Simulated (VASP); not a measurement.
# Zn (P6_3/mmc) in VASP: further runs, part 2 of 2

VASP 6.6.1. Earlier steps stand in the parts before.

**3. Single point, LDA (strain -0.0450 x Voigt [1, 1, 0, 0, 0, 0])**

INCAR

```
SYSTEM = Zn
PREC = Accurate
ENCUT = 520
EDIFF = 1E-6
ISMEAR = 0
SIGMA = 0.15
LREAL = .False.
LASPH = .True.
NELM = 100
ALGO = Fast
ISIF = 2
LWAVE = .False.
LCHARG = .False.
GGA = CA
NBANDS = 19
```

KPOINTS

```
regular mesh
0
Gamma
  21 21 10
  0 0 0
```

POSCAR

```
Zn
1.0
    2.5448821408      0.0000000000      0.0000000000
   -1.2724410704      2.2039325836      0.0000000000
    0.0000000000      0.0000000000      4.9467000000
Zn
2
Direct
    0.3333333333      0.6666666667      0.2500000000
    0.6666666667      0.3333333333      0.7500000000
```

Potentials or basis: VASP PAW LDA potentials, release 64 (Zn).

Run with:

```bash
> cat potpaw_LDA.64/Zn/POTCAR > POTCAR
> mpirun -np 1 vasp_std > vasp.out
```

OUTCAR:

```text
SYSTEM = Zn
   PREC = Accurate
   ENCUT = 520
   EDIFF = 1E-6
   ISMEAR = 0
   LREAL = .False.
   LASPH = .True.
   NELM = 100
   ISIF = 2
   GGA = CA

 ion  position               nearest neighbor table
   1  0.333  0.667  0.250-   2 2.88   2 2.88   2 2.88   2 2.88   2 2.88   2 2.88
   2  0.667  0.333  0.750-   1 2.88   1 2.88   1 2.88   1 2.88   1 2.88   1 2.88

  LATTYP: Found a hexagonal cell.
 ALAT       =     2.5448821408
 C/A-ratio  =     1.9437835335

  Lattice vectors:

 A1 = (   2.5448821408,   0.0000000000,   0.0000000000)
 A2 = (  -1.2724410704,   2.2039325836,   0.0000000000)
 A3 = (   0.0000000000,   0.0000000000,   4.9467000000)

Analysis of symmetry for initial positions (statically):
=====================================================================
 Subroutine PRICEL returns:
 Original cell was already a primitive cell.

 Routine SETGRP: Setting up the symmetry group for a
 hexagonal supercell.

 Subroutine GETGRP returns: Found 24 space group operations
 (whereof 12 operations were pure point group operations)
 out of a pool of 24 trial point group operations.

The static configuration has the point symmetry D_3d.
 The point group associated with its full space group is D_6h.

Analysis of symmetry for dynamics (positions and initial velocities):
=====================================================================
 Subroutine PRICEL returns:
 Original cell was already a primitive cell.

 Routine SETGRP: Setting up the symmetry group for a
 hexagonal supercell.

 Subroutine GETGRP returns: Found 24 space group operations
 (whereof 12 operations were pure point group operations)
 out of a pool of 24 trial point group operations.

The dynamic configuration has the point symmetry D_3d.
 The point group associated with its full space group is D_6h.

 Subroutine INISYM returns: Found 24 space group operations
 (whereof 12 operations are pure point group operations),
 and found     1 'primitive' translations

[... 107 lines left out ...]
   EMIN   =  10.00;   EMAX   =-10.00  energy-range for DOS
   EFERMI =   0.00;   METHOD = LEGACY
   ISMEAR =     0;   SIGMA  =   0.15  broadening in eV -4-tet -1-fermi 0-gaus
   EFERMI_NEDOS =   21; number of points for ismear=-14 and -15
   IALGO  =     68    algorithm
   IMIX   =      4    mixing-type and parameters
     AMIX     =   0.40;   BMIX     =  1.00
     AMIX_MAG =   1.60;   BMIX_MAG =  1.00
  volume/ion in A,a.u.               =      13.87        93.62
  Fermi-wavevector in a.u.,A,eV,Ry     =   1.559857  2.947702 33.105059  2.433153
  Thomas-Fermi vector in A             =   2.663154
   LORBIT       =      0    0 simple, 1 ext, 2 COOP (PROOUT), +10 PAW based schemes
   GGA     = CA    functional components
   LHFCALC =     F    Hartree Fock is set to
   AEXX    =    0.0000 exact exchange contribution
   IVDW    =     0    specifies the selected vdW correction
   LEPSILON=     F    determine dielectric tensor
   LRPA    =     F    only Hartree local field effects (RPA)
 non-spin polarized calculation
 RMM-DIIS sequential band-by-band and
 Gauss-broadening in eV      SIGMA  =   0.15
  energy-cutoff  :      520.00
  volume of cell :       27.74
 maximum number of plane-waves:       774
 NGX is ok and might be reduce to    20
   NGX =  9   NGY =  9   NGZ = 19

 number of electron      23.9999990 magnetization

 Free energy of the ion-electron system (eV)
  ---------------------------------------------------
  ext. energy  EPLUGINS =         0.00000000
  ---------------------------------------------------
  free energy    TOTEN  =        -3.75265180 eV

  energy without entropy =       -3.74866600  energy(sigma->0) =       -3.75065890

 E-fermi :   3.4596     XC(G=0): -12.3705

 val. band max:        3.4372879532   @ k =   0.3810   0.0952   0.0000
 cond. band min:       3.4673386713   @ k =   0.3810   0.2381   0.5000
 fundamental gap:      0.0300507181
 Fermi energy:         3.4596428929

 k-point     1 :       0.0000    0.0000    0.0000
  band No.  band energies     occupation
      1      -7.6063      2.00000
      2      -5.6815      2.00000
      3      -4.8130      2.00000
      4      -4.4785      2.00000
      5      -4.4785      2.00000
      6      -4.4308      2.00000
[... 505 lines left out ...]
      6      -4.4129      2.00000
[... 11 lines left out ...]
     18      19.6864      0.00000
     19      20.1232      0.00000

 [... further k-points ...]
[... 5 lines left out ...]
  --------------------------------------------------------------------------------------
  -------------------------------------------------------------------------------------
  Total        0.2083978      0.2083978     -0.2480088      0.0000000     -0.0000000      0.0000000
  in kB       12.0343386     12.0343386    -14.3217534      0.0000000     -0.0000000      0.0000000
  external PRESSURE =       3.2489746 kB  Pullay stress =       0.0000000 kB

 VOLUME and BASIS-vectors are now :
 -----------------------------------------------------------------------------
  energy-cutoff  :      520.00
  volume of cell :       27.74
      direct lattice vectors                 reciprocal lattice vectors
     2.544882141  0.000000000  0.000000000     0.392945506  0.226867194  0.000000000
    -1.272441070  2.203932584  0.000000000     0.000000000  0.453734387  0.000000000
     0.000000000  0.000000000  4.946700000     0.000000000  0.000000000  0.202154972

 POSITION                                       TOTAL-FORCE (eV/Angst)
 -----------------------------------------------------------------------------------
     -0.00000      1.46929      1.23667        -0.000000     -0.000000     -0.000000
      1.27244      0.73464      3.71002         0.000000      0.000000      0.000000
 -----------------------------------------------------------------------------------
    total drift:                                0.000000     -0.000000      0.000000

  FREE ENERGIE OF THE ION-ELECTRON SYSTEM (eV)
  ---------------------------------------------------
  free  energy   TOTEN  =        -3.7526517978 eV

  energy  without entropy=       -3.7486659982  energy(sigma->0) =       -3.75065890
```

OSZICAR:

```text
N       E                     dE             d eps       ncg     rms          rms(c)
DAV:   1     0.112671748541E+03    0.11267E+03   -0.12364E+04 11392   0.206E+03
DAV:   2     0.122809348905E+01   -0.11144E+03   -0.10754E+03 11010   0.299E+02
DAV:   3    -0.404219182476E+01   -0.52703E+01   -0.52488E+01 12144   0.719E+01
DAV:   4    -0.407239613439E+01   -0.30204E-01   -0.30197E-01 11980   0.557E+00
DAV:   5    -0.407243503390E+01   -0.38900E-04   -0.38899E-04 11981   0.182E-01    0.503E+00
RMM:   6    -0.378486057489E+01    0.28757E+00   -0.94960E-01 12718   0.117E+01    0.360E+00
RMM:   7    -0.376393729617E+01    0.20923E-01   -0.37130E-02 13135   0.272E+00    0.176E+00
RMM:   8    -0.375276908156E+01    0.11168E-01   -0.80451E-03 12563   0.659E-01    0.132E-01
RMM:   9    -0.375268621350E+01    0.82868E-04   -0.19223E-03 13488   0.626E-01    0.926E-02
RMM:  10    -0.375265084094E+01    0.35373E-04   -0.16841E-04 13243   0.124E-01    0.132E-02
RMM:  11    -0.375265208185E+01   -0.12409E-05   -0.15924E-05 13040   0.367E-02    0.608E-03
RMM:  12    -0.375265179777E+01    0.28408E-06   -0.38000E-06 10703   0.242E-02
   1 F= -.37526518E+01 E0= -.37506589E+01  d E =-.398580E-02
```

Wall time 2 min (1 thread of AMD EPYC 9R14 (Zen 4), shared host); peak memory 0.19 GiB.

Results:

| Item | Value |
| --- | --- |
| Free energy | -3.7527 eV |
| Pressure | 0.3 GPa |
| Band gap on the k mesh | zero (band 12 reaches 5.33 eV, above the bottom of band 13 at 0.02 eV) |

Stress tensor (GPa, compression positive):
```
 1.20  0.00  0.00
 0.00  1.20  0.00
 0.00  0.00 -1.43
```

Levels at points of the mesh, in eV from the Fermi level:
| k point | band 9 | band 10 | band 11 | band 12 | band 13 | band 14 | band 15 | band 16 |
| --- | --- | --- | --- | --- | --- | --- | --- | --- |
| (0.00, 0.00, 0.00) | -7.41 | -7.22 | -7.22 | -4.18 | -3.44 | 12.90 | 17.08 | 19.68 |
| (0.00, 0.00, 0.50) | -7.30 | -7.30 | -7.30 | -7.30 | 4.09 | 4.09 | 20.97 | 20.97 |

Caveat: the cell differs from its parent crystal (strain -0.0450 x Voigt [1, 1, 0, 0, 0, 0]).

**4. Single point, LDA (strain -0.0300 x Voigt [1, 1, 0, 0, 0, 0])**

INCAR

```
SYSTEM = Zn
  PREC = Accurate
  ENCUT = 520
  EDIFF = 1E-7
  ISMEAR = 0
  SIGMA = 0.15
  LREAL = .False.
  LASPH = .True.
  NELM = 100
  ALGO = Fast
  ISIF = 2
  LWAVE = .False.
  LCHARG = .False.
  NBANDS = 19
```

KPOINTS

```
Automatic mesh
0
Gamma
  21 21 10
  0 0 0
```

POSCAR

```
Zn
1.0
    2.5848541116      0.0000000000      0.0000000000
   -1.2924270558      2.2385493257      0.0000000000
    0.0000000000      0.0000000000      4.9467000000
Zn
2
Direct
    0.3333333333      0.6666666667      0.2500000000
    0.6666666667      0.3333333333      0.7500000000
```

Run with:

```bash
> cat potpaw_LDA.64/Zn/POTCAR > POTCAR
> mpirun -np 1 vasp_std > vasp.out
```

Run time: 2.1 min. Hardware: 1 thread of AMD EPYC 9R14 (Zen 4), shared host; peak memory 0.19 GiB.

Results (log left out):

| Quantity | Value |
| --- | --- |
| Free energy | -3.7449 eV |
| Pressure | -3.4 GPa |
| Band gap on the k mesh | zero (band 12 reaches 4.97 eV, above the bottom of band 13 at -0.07 eV) |

Stress tensor (GPa, compression positive):
```
-3.64  0.00  0.00
 0.00 -3.64  0.00
 0.00  0.00 -2.90
```

Levels at points of the mesh, in eV from the Fermi level:
```csv
k point,band 10,band 11,band 12,band 13,band 14,band 15
"(0.00, 0.00, 0.00)",-7.23,-7.23,-4.01,-3.35,13.09,17.13
"(0.00, 0.00, 0.50)",-7.31,-7.31,-7.31,4.22,4.22,20.09
```

Caveat: the cell differs from its parent crystal (strain -0.0300 x Voigt [1, 1, 0, 0, 0, 0]).

**5. Summary**

```csv
cell,further INCAR settings,gap on the mesh (eV),pressure (GPa)
"a = 2.505, b = 2.505, c = 4.947 Å, angles 90.0, 90.0, 120.0°, 2 atoms",ALGO = Fast; EDIFF = 1e-07; NBANDS = 19,none,4.4
"a = 2.545, b = 2.545, c = 4.947 Å, angles 90.0, 90.0, 120.0°, 2 atoms",ALGO = Fast; EDIFF = 1e-06; NBANDS = 19,none,0.3
"a = 2.585, b = 2.585, c = 4.947 Å, angles 90.0, 90.0, 120.0°, 2 atoms",ALGO = Fast; EDIFF = 1e-07; NBANDS = 19,none,-3.4
```

Alike in all rows: task single point; level LDA; potentials or basis VASP PAW LDA potentials, release 64 (Zn); no spin polarisation; k mesh 21 × 21 × 10; cutoff (eV) 520; smearing gaussian 0.15 eV.

Total energies depend on the potentials used, so only differences within one code and one set of settings carry meaning.
